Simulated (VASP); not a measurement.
Wanted: the native input for a VASP 6.6.1 run.

```
Task                   : single point
Functional             : PBE
Potentials or basis    : VASP PAW PBE potentials, release 64 (V_sv, Te, O)
Cutoff                 : 520 eV
k mesh                 : 3 × 3 × 2
Occupations            : gaussian, width 0.15 eV
Spin                   : collinear spin, ferromagnetic start
Starting moments       : [2.0, 2.0, 2.0, 0.0, 0.0, 0.0] μB
Dipole correction      : no
Further INCAR settings : ALGO = Normal; EDIFF = 1e-06; NBANDS = 42
```

The structure of V3TeO2 lies in POSCAR:

```
V3TeO2
1.0
    4.3542607673      0.0000000000      0.0000000000
   -2.1771303837      3.7709004392      0.0000000000
    0.0000000000      0.0000000000      6.7724646448
V Te O
3 1 2
Direct
    0.5000000000      0.0000000000      0.0000000000
    0.0000000000      0.5000000000      0.0000000000
    0.5000000000      0.5000000000      0.0000000000
    0.0000000000      0.0000000000      0.5000000000
    0.0000000000      0.0000000000      0.8342049642
    0.0000000000      0.0000000000      0.1657950358
```

The cell was generated, and may not be a known phase.

One way to write it, as run:

INCAR

```
PREC     = Accurate       # precision mode
ENCUT    = 520            # plane-wave cutoff, eV
EDIFF    = 1E-6           # SCF threshold, eV
ISMEAR   = 0              # smearing method
SIGMA    = 0.15           # smearing width, eV
LREAL    = False          # projectors in reciprocal space
LASPH    = True           # aspherical terms in the spheres
NELM     = 150            # most SCF steps
ALGO     = Normal         # electronic algorithm
ISIF     = 2              # what is computed and relaxed
LWAVE    = False          # write WAVECAR
LCHARG   = True           # write CHGCAR
ISPIN    = 2              # spin polarisation
MAGMOM   = 2 2 2 0 0 0    # initial moments
LORBIT   = 11             # projections on sites
LMAXMIX  = 4              # l up to which the mixer works
GGA      = PE             # functional
LELF     = True           # ELF
LVHAR    = True         
NBANDS   = 42             # bands
```

KPOINTS

```
regular mesh
0
Gamma
  3 3 2
```

Potentials or basis: VASP PAW PBE potentials, release 64 (V_sv, Te, O).

Launch:

```bash
$ cat potpaw_PBE.64/V_sv/POTCAR potpaw_PBE.64/Te/POTCAR potpaw_PBE.64/O/POTCAR > POTCAR
$ mpirun -np 1 vasp_std > vasp.out
```

It gave:

```
Pressure                                              : 0.5 GPa
Largest force                                         : 0.084 eV/Å
Band gap on the k mesh                                : zero (filled and empty bands overlap)
Net moment                                            : 1.02 μB per cell
Site moments                                          : V +0.12; Te +0.33; O +0.02 μB
Valence electrons inside the program's atomic spheres : V 12.00; Te 3.18; O 4.88
```

Caveat: the k points lie up to 0.56 Å⁻¹ apart, too coarse for converged energies and pressures of a metal; a moment this small can come from the mesh or the smearing; spin-orbit coupling is left out, which moves the levels of the heavy elements; semilocal functionals often make such compounds metallic where correlation or magnetic order opens a gap, which also shifts bond lengths.

Wall time 2.5 min on 1 thread of Intel(R) Xeon(R) Platinum 8259CL CPU @ 2.50GHz (Skylake/Cascade Lake), on a shared host, peak memory 0.27 GiB.
